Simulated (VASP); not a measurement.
A run of VASP 6.6.1 is set up as follows.

Contents of INCAR:

```
SYSTEM = HfB2
PREC = Accurate
ENCUT = 600
EDIFF = 1E-6
ISMEAR = 0
SIGMA = 0.05
LREAL = .FALSE.
LASPH = .TRUE.
NELM = 80
ALGO = Normal
ISIF = 4
LWAVE = .FALSE.
LCHARG = .FALSE.
GGA = B5
ALDAX = 1.0
AGGAX = 1.0
AGGAC = 1.0
ALDAC = 0.0
IVDW = 12
VDW_S6 = 1.0
VDW_S8 = 2.6996
VDW_A1 = 0.4298
VDW_A2 = 4.2359
IBRION = 2
NSW = 60
EDIFFG = -0.01
```

KPOINTS

```
Automatic mesh
0
G
  8 8 8
  0 0 0
```

File POSCAR:

```
HfB2
1.0
    3.1072468426      0.0000000000      0.0000000000
   -1.5536234213      2.6909547016      0.0000000000
    0.0000000000      0.0000000000      3.4698252237
Hf B
1 2
Direct
    0.0000000000      0.0000000000      0.0000000000
    0.3333333333      0.6666666667      0.5000000000
    0.6666666667      0.3333333333      0.5000000000
```

Potentials or basis: VASP PAW PBE potentials, release 64 (Hf_pv, B).

Command:

```console
$ cat potpaw_PBE.64/Hf_pv/POTCAR potpaw_PBE.64/B/POTCAR > POTCAR
$ mpirun -np 1 vasp_std > vasp.out
```

Problem. Predict the dispersion energy per atom.

Solution. -0.856 eV.

Problem. Predict the band gap on the k mesh.

Solution. Zero (band 8 reaches 9.10 eV, above the bottom of band 9 at 8.33 eV).

Final structure:
```
Hf B
1.0
     3.10325    0.00000    0.00000
    -1.55162    2.68749    0.00000
     0.00000    0.00000    3.47877
Hf B
1 2
Direct
  0.00000 0.00000 0.00000
  0.33333 0.66667 0.50000
  0.66667 0.33333 0.50000
```

Caveat: spin-orbit coupling is left out, which moves the levels of the heavy elements.
